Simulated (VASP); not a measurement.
# Mg2O in VASP: further runs

Mg2O is run at these levels: PBE; tasks: single point.

All numbers are computed with VASP 6.6.1; they aren't measurements. Logs are shortened: lines on timing, memory, paths and dates and some standing lists are left out, and cuts for length are marked.

### 1 The cell of the first run

The typed cell holds 6 atoms: a = 4.513 Å, b = 4.513 Å, c = 4.840 Å, α = 90.00°, β = 90.00°, γ = 90.00°.

The cell was generated, and may not be a known phase.

### 2 Single point, PBE

File INCAR:

```
SYSTEM = Mg2O
PREC = Accurate ; ENCUT = 600
EDIFF = 1E-6 ; ISMEAR = 0
SIGMA = 0.2 ; LREAL = .False.
LASPH = .True. ; NELM = 120
ALGO = Normal ; ISIF = 2
LWAVE = .False. ; LCHARG = .False.
GGA = PE ; NBANDS = 19
GGA_COMPAT = .False.
```

File KPOINTS:

```
regular mesh
0
Gamma
  3 3 4
  0 0 0
```

File POSCAR:

```
Mg2O
1.0
    4.5133553577      0.0000000000      0.0000000000
    0.0000000000      4.5133553577      0.0000000000
    0.0000000000      0.0000000000      4.8401625659
Mg O
4 2
Direct
    0.7501885919      0.2501885919      0.2456361049
    0.2498114081      0.7498114081      0.2456361049
    0.2501885919      0.2498114081      0.7543638951
    0.7498114081      0.7501885919      0.7543638951
    0.0000000000      0.0000000000      0.5000000000
    0.5000000000      0.5000000000      0.5000000000
```

Potentials or basis: VASP PAW PBE potentials, release 64 (Mg, O).

On the command line:

```console
cat potpaw_PBE.64/Mg/POTCAR potpaw_PBE.64/O/POTCAR > POTCAR
mpirun -np 1 vasp_std > vasp.out
```

OUTCAR:

```text
SYSTEM = Mg2O
   PREC = Accurate
   ENCUT = 600
   EDIFF = 1E-6
   ISMEAR = 0
   LREAL = .False.
   LASPH = .True.
   NELM = 120
   ISIF = 2
   GGA = PE

 ion  position               nearest neighbor table
   1  0.750  0.250  0.246-   5 2.02   6 2.02   2 3.19   2 3.19   2 3.19   2 3.19   4 3.28   4 3.28
                             3 3.28   3 3.28   3 3.34   4 3.34   4 3.34   3 3.34
   2  0.250  0.750  0.246-   5 2.02   6 2.02   1 3.19   1 3.19   1 3.19   1 3.19   3 3.28   4 3.28
                             3 3.28   4 3.28   3 3.34   4 3.34   4 3.34   3 3.34
   3  0.250  0.250  0.754-   5 2.02   6 2.02   4 3.19   4 3.19   4 3.19   4 3.19   2 3.28   2 3.28
                             1 3.28   1 3.28   2 3.34   1 3.34   2 3.34   1 3.34
   4  0.750  0.750  0.754-   5 2.02   6 2.02   3 3.19   3 3.19   3 3.19   3 3.19   1 3.28   1 3.28
                             2 3.28   2 3.28   2 3.34   1 3.34   1 3.34   2 3.34
   5  0.000  0.000  0.500-   1 2.02   2 2.02   3 2.02   4 2.02
   6  0.500  0.500  0.500-   1 2.02   2 2.02   3 2.02   4 2.02

  LATTYP: Found a simple tetragonal cell.
 ALAT       =     4.5133553577
 C/A-ratio  =     1.0724089247

  Lattice vectors:

 A1 = (   4.5133553577,   0.0000000000,   0.0000000000)
 A2 = (   0.0000000000,   4.5133553577,   0.0000000000)
 A3 = (   0.0000000000,   0.0000000000,   4.8401625659)

Analysis of symmetry for initial positions (statically):
=====================================================================
 Subroutine PRICEL returns:
 Original cell was already a primitive cell.

 Routine SETGRP: Setting up the symmetry group for a
 simple tetragonal supercell.

 Subroutine GETGRP returns: Found  8 space group operations
 (whereof  4 operations were pure point group operations)
 out of a pool of 16 trial point group operations.

The static configuration has the point symmetry S_4 .
 The point group associated with its full space group is D_2d.

Analysis of symmetry for dynamics (positions and initial velocities):
=====================================================================
 Subroutine PRICEL returns:
 Original cell was already a primitive cell.

 Routine SETGRP: Setting up the symmetry group for a
 simple tetragonal supercell.

 Subroutine GETGRP returns: Found  8 space group operations
 (whereof  4 operations were pure point group operations)
 out of a pool of 16 trial point group operations.

The dynamic configuration has the point symmetry S_4 .
 The point group associated with its full space group is D_2d.

 Subroutine INISYM returns: Found  8 space group operations
 (whereof  4 operations are pure point group operations),
 and found     1 'primitive' translations

----------------------------------------------------------------------------------------

                                     Primitive cell

  volume of cell :      98.5959

  direct lattice vectors                    reciprocal lattice vectors
     4.513355358  0.000000000  0.000000000     0.221564650  0.000000000  0.000000000
     0.000000000  4.513355358  0.000000000     0.000000000  0.221564650  0.000000000
     0.000000000  0.000000000  4.840162566     0.000000000  0.000000000  0.206604631

  length of vectors
     4.513355358  4.513355358  4.840162566     0.221564650  0.221564650  0.206604631

  position of ions in fractional coordinates (direct lattice)
     0.750188592  0.250188592  0.245636105
     0.249811408  0.749811408  0.245636105
     0.250188592  0.249811408  0.754363895
     0.749811408  0.750188592  0.754363895
     0.000000000  0.000000000  0.500000000
     0.500000000  0.500000000  0.500000000

  ion indices of the primitive-cell ions
   primitive index   ion index
                 1           1
                 2           2
                 3           3
                 4           4
                 5           5
                 6           6

----------------------------------------------------------------------------------------

 KPOINTS: regular mesh

Automatic generation of k-mesh.
 Grid dimensions read from file:
 generate k-points for:    3    3    4

 Generating k-lattice:

  Cartesian coordinates                     Fractional coordinates (reciprocal lattice)
     0.073854883  0.000000000  0.000000000     0.333333333  0.000000000  0.000000000
     0.000000000  0.073854883  0.000000000     0.000000000  0.333333333  0.000000000
     0.000000000  0.000000000  0.051651158     0.000000000  0.000000000  0.250000000

  Length of vectors
     0.073854883  0.073854883  0.051651158

  Shift w.r.t. Gamma in fractional coordinates (k-lattice)
     0.000000000  0.000000000  0.000000000

 Subroutine IBZKPT returns following result:
 ===========================================

 Found      9 irreducible k-points:

 Following reciprocal coordinates:
            Coordinates               Weight
  0.000000  0.000000  0.000000      1.000000
  0.333333  0.000000  0.000000      4.000000
  0.333333  0.333333  0.000000      4.000000
  0.000000  0.000000  0.250000      2.000000
  0.333333  0.000000  0.250000      8.000000
  0.333333  0.333333  0.250000      8.000000
  0.000000  0.000000  0.500000      1.000000
  0.333333  0.000000  0.500000      4.000000
  0.333333  0.333333  0.500000      4.000000
   k-points           NKPTS =      9   k-points in BZ     NKDIM =      9   number of bands    NBANDS=     19
   number of dos      NEDOS =    301   number of ions     NIONS =      6
   total plane-waves  NPLWV =  51840
   dimension x,y,z NGX =    36 NGY =   36 NGZ =   40
   dimension x,y,z NGXF=    72 NGYF=   72 NGZF=   80
   ions per type =               4   2
   NGX,Y,Z   is equivalent  to a cutoff of  13.26, 13.26, 13.74 a.u.
   NGXF,Y,Z  is equivalent  to a cutoff of  26.52, 26.52, 27.48 a.u.
 SYSTEM =  Mg2O
   PREC   = accura    normal or accurate (medium, high low for compatibility)
   ISTART =      0    job   : 0-new  1-cont  2-samecut
   ICHARG =      2    charge: 1-file 2-atom 10-const
   ISPIN  =      1    spin polarized calculation?
   LNONCOLLINEAR =      F non collinear calculations
   LSORBIT =      F    spin-orbit coupling
   LASPH  =      T    aspherical Exc in radial PAW
   ENCUT  =  600.0 eV  44.10 Ry    6.64 a.u.   9.01  9.01  9.67*2*pi/ulx,y,z
   NELM   =    120;   NELMIN=  2; NELMDL= -5     # of ELM steps
   EDIFF  = 0.1E-05   stopping-criterion for ELM
   LREAL  =      F    real-space projection
[... 7 lines left out ...]
   TEBEG  =    0.0;   TEEND  =   0.0 temperature during run
   PSTRESS=    0.0 pullay stress
   NELECT =      20.0000    total number of electrons
   NUPDOWN=      -1.0000    fix difference up-down
   EMIN   =  10.00;   EMAX   =-10.00  energy-range for DOS
   EFERMI =   0.00;   METHOD = LEGACY
   ISMEAR =     0;   SIGMA  =   0.20  broadening in eV -4-tet -1-fermi 0-gaus
   EFERMI_NEDOS =   21; number of points for ismear=-14 and -15
   IALGO  =     38    algorithm
   IMIX   =      4    mixing-type and parameters
     AMIX     =   0.40;   BMIX     =  1.00
     AMIX_MAG =   1.60;   BMIX_MAG =  1.00
  volume/ion in A,a.u.               =      16.43       110.89
  Fermi-wavevector in a.u.,A,eV,Ry     =   0.961904  1.817735 12.588923  0.925260
  Thomas-Fermi vector in A             =   2.091317
   LORBIT       =      0    0 simple, 1 ext, 2 COOP (PROOUT), +10 PAW based schemes
   GGA     = PE    functional components
   LHFCALC =     F    Hartree Fock is set to
   AEXX    =    0.0000 exact exchange contribution
   IVDW    =     0    specifies the selected vdW correction
   LEPSILON=     F    determine dielectric tensor
   LRPA    =     F    only Hartree local field effects (RPA)
 non-spin polarized calculation
 Gauss-broadening in eV      SIGMA  =   0.20
  energy-cutoff  :      600.00
  volume of cell :       98.60
 maximum number of plane-waves:      3299
   NGX = 19   NGY = 19   NGZ = 19

 number of electron      19.9999999 magnetization

 Free energy of the ion-electron system (eV)
  ---------------------------------------------------
  ext. energy  EPLUGINS =         0.00000000
  ---------------------------------------------------
  free energy    TOTEN  =       -25.09480196 eV

  energy without entropy =      -25.08295463  energy(sigma->0) =      -25.08887829

 E-fermi :   3.0003     XC(G=0):  -8.9555

 val. band max:        2.8913986957   @ k =   0.3333   0.3333   0.0000
 cond. band min:       3.3393186842   @ k =   0.0000   0.0000   0.0000
 fundamental gap:      0.4479199884
 Fermi energy:         3.0002702154

 k-point     1 :       0.0000    0.0000    0.0000
  band No.  band energies     occupation
      1     -15.7180      2.00000
      2     -15.2222      2.00000
      3      -2.0453      2.00000
      4      -1.9874      2.00000
      5      -1.9874      2.00000
      6      -1.5111      2.00000
[... 11 lines left out ...]
     18      11.8111      0.00000
     19      11.8111      0.00000

 k-point     2 :       0.3333    0.0000    0.0000
  band No.  band energies     occupation
      1     -15.5896      2.00000
      2     -15.3410      2.00000
      3      -2.1136      2.00000
      4      -1.8509      2.00000
      5      -1.7845      2.00000
      6      -1.6515      2.00000
[... 11 lines left out ...]
     18       9.3648      0.00000
     19      10.7371      0.00000

 k-point     3 :       0.3333    0.3333    0.0000
  band No.  band energies     occupation
      1     -15.5166      2.00000
      2     -15.3918      2.00000
      3      -2.7401      2.00000
      4      -2.5762      2.00000
      5      -1.6165      2.00000
      6      -1.3729      2.00000
[... 11 lines left out ...]
     18      11.8993      0.00000
     19      12.0959      0.00000

 k-point     4 :       0.0000    0.0000    0.2500
  band No.  band energies     occupation
      1     -15.7101      2.00000
      2     -15.2204      2.00000
      3      -2.9416      2.00000
      4      -1.9514      2.00000
      5      -1.9514      2.00000
      6      -1.2098      2.00000
[... 77 lines left out ...]
     18      11.7536      0.00000
     19      11.7536      0.00000

 k-point     8 :       0.3333    0.0000    0.5000
  band No.  band energies     occupation
      1     -15.5772      2.00000
      2     -15.3349      2.00000
      3      -2.8034      2.00000
      4      -1.9324      2.00000
      5      -1.7397      2.00000
      6      -1.5855      2.00000
[... 11 lines left out ...]
     18      10.7952      0.00000
     19      11.0007      0.00000

 k-point     9 :       0.3333    0.3333    0.5000
  band No.  band energies     occupation
      1     -15.5066      2.00000
      2     -15.3849      2.00000
      3      -2.5596      2.00000
      4      -2.3864      2.00000
      5      -2.3075      2.00000
      6      -1.7996      2.00000
[... 11 lines left out ...]
     18      11.8841      0.00000
     19      12.3878      0.00000

------------------------ aborting loop because EDIFF is reached ----------------------------------------

  FORCE on cell =-STRESS in cart. coord.  units (eV):
  Direction    XX          YY          ZZ          XY          YZ          ZX
  --------------------------------------------------------------------------------------
  -------------------------------------------------------------------------------------
  Total       -0.2937209     -0.2937209     -0.3053468      0.0000000      0.0000000      0.0000000
  in kB       -4.7729450     -4.7729450     -4.9618644      0.0000000      0.0000000      0.0000000
  external PRESSURE =      -4.8359181 kB  Pullay stress =       0.0000000 kB

 VOLUME and BASIS-vectors are now :
 -----------------------------------------------------------------------------
  energy-cutoff  :      600.00
  volume of cell :       98.60
      direct lattice vectors                 reciprocal lattice vectors
     4.513355358  0.000000000  0.000000000     0.221564650  0.000000000  0.000000000
     0.000000000  4.513355358  0.000000000     0.000000000  0.221564650  0.000000000
     0.000000000  0.000000000  4.840162566     0.000000000  0.000000000  0.206604631

 POSITION                                       TOTAL-FORCE (eV/Angst)
 -----------------------------------------------------------------------------------
      3.38587      1.12919      1.18892        -0.003139     -0.003139      0.017542
      1.12749      3.38417      1.18892         0.003139      0.003139      0.017542
      1.12919      1.12749      3.65124        -0.003139      0.003139     -0.017542
      3.38417      3.38587      3.65124         0.003139     -0.003139     -0.017542
      0.00000      0.00000      2.42008        -0.000000      0.000000      0.000000
      2.25668      2.25668      2.42008         0.000000      0.000000      0.000000
 -----------------------------------------------------------------------------------
    total drift:                               -0.000000     -0.000000      0.000000

  FREE ENERGIE OF THE ION-ELECTRON SYSTEM (eV)
  ---------------------------------------------------
  free  energy   TOTEN  =       -25.0948019568 eV

  energy  without entropy=      -25.0829546291  energy(sigma->0) =      -25.08887829
```

It took 60 s on 1 thread of Intel Xeon 8259CL, shared host; peak memory 0.19 GiB.

Results:

```yaml
Free_energy: -25.0948 eV
Pressure: -0.5 GPa
Largest_force: 0.018 eV/Å
Band_gap_on_the_k_mesh: zero (bands 10 and 11 overlap by 0.81 eV)
```

Forces in eV/Å, atoms in the order of the input:
```
Mg  -0.003 -0.003  0.018
Mg   0.003  0.003  0.018
Mg  -0.003  0.003 -0.018
Mg   0.003 -0.003 -0.018
O    0.000  0.000  0.000
O    0.000  0.000  0.000
```

Levels at points of the mesh, in eV from the Fermi level:
```
           k point  band 6  band 7  band 8  band 9  band 10  band 11  band 12  band 13  band 14  band 15
(0.00, 0.00, 0.00)   -4.51   -4.09   -3.50   -3.50     0.34     2.36     2.61     3.47     3.47     3.77
(0.00, 0.00, 0.50)   -4.32   -3.50   -3.50   -1.84    -0.42     1.72     1.87     2.87     2.87     3.83
```

Caveat: the k points lie up to 0.46 Å⁻¹ apart, too coarse for converged energies and pressures of a metal.

### 3 Single point, PBE

This run uses another cell than the first one: it holds 3 atoms, not 6.

File INCAR:

```
PREC = Accurate
ENCUT = 600
EDIFF = 1E-6
ISMEAR = 0
SIGMA = 0.1
LREAL = False
LASPH = True
NELM = 120
ALGO = Normal
ISIF = 2
LWAVE = False
LCHARG = False
GGA = PE
NBANDS = 12
GGA_COMPAT = False
```

File KPOINTS:

```
regular mesh
0
Gamma
  6 6 4
```

File POSCAR:

```
Mg2O
1.0
    3.1855493655      0.0000000000      0.0000000000
    0.0000000000      3.1855493655      0.0000000000
    0.0000000000      0.0000000000      4.8602841281
Mg O
2 1
Direct
    0.0000000000      0.5000000000      0.2495518894
    0.5000000000      0.0000000000      0.7504481106
    0.5000000000      0.5000000000      0.5000000000
```

Potentials or basis: VASP PAW PBE potentials, release 64 (Mg, O).

On the command line:

```console
cat potpaw_PBE.64/Mg/POTCAR potpaw_PBE.64/O/POTCAR > POTCAR
mpirun -np 1 vasp_std > vasp.out
```

Run time: 50 s. Hardware: 1 thread of Intel Xeon 8259CL, shared host; peak memory 0.15 GiB.

Results (log left out):

| Property | Result |
| --- | --- |
| Free energy | -12.5105 eV |
| Pressure | 0.1 GPa |
| Largest force | 0.194 eV/Å |
| Band gap on the k mesh | zero (bands 5 and 6 overlap by 2.27 eV) |

Forces on the atoms (eV/Å):
```
Mg   0.000  0.000 -0.194
Mg   0.000  0.000  0.194
O    0.000  0.000  0.000
```

Stress tensor (GPa, compression positive):
```
 0.25  0.00  0.00
 0.00  0.25  0.00
 0.00  0.00 -0.20
```

Levels at points of the mesh, in eV from the Fermi level:
```csv
k point,band 1,band 2,band 3,band 4,band 5,band 6,band 7,band 8,band 9,band 10
"(0.00, 0.00, 0.00)",-19.07,-5.38,-4.74,-3.86,-3.86,2.01,3.42,8.92,8.92,9.37
"(0.50, 0.00, 0.00)",-18.80,-6.30,-4.79,-3.64,-0.80,-0.71,3.56,5.77,7.36,8.70
"(0.50, 0.50, 0.00)",-18.57,-5.34,-5.34,-4.42,0.07,2.44,3.26,3.26,5.65,6.11
"(0.00, 0.00, 0.50)",-19.06,-6.62,-3.85,-3.85,-2.13,-0.77,7.04,7.70,8.60,8.60
"(0.50, 0.00, 0.50)",-18.79,-6.11,-5.25,-3.63,-1.47,0.70,3.08,4.94,10.11,10.13
"(0.50, 0.50, 0.50)",-18.57,-5.27,-5.27,-4.63,1.50,1.52,2.67,2.67,3.64,8.97
```

The gap in the log of VASP goes by the Fermi energy; the results here count the filled bands.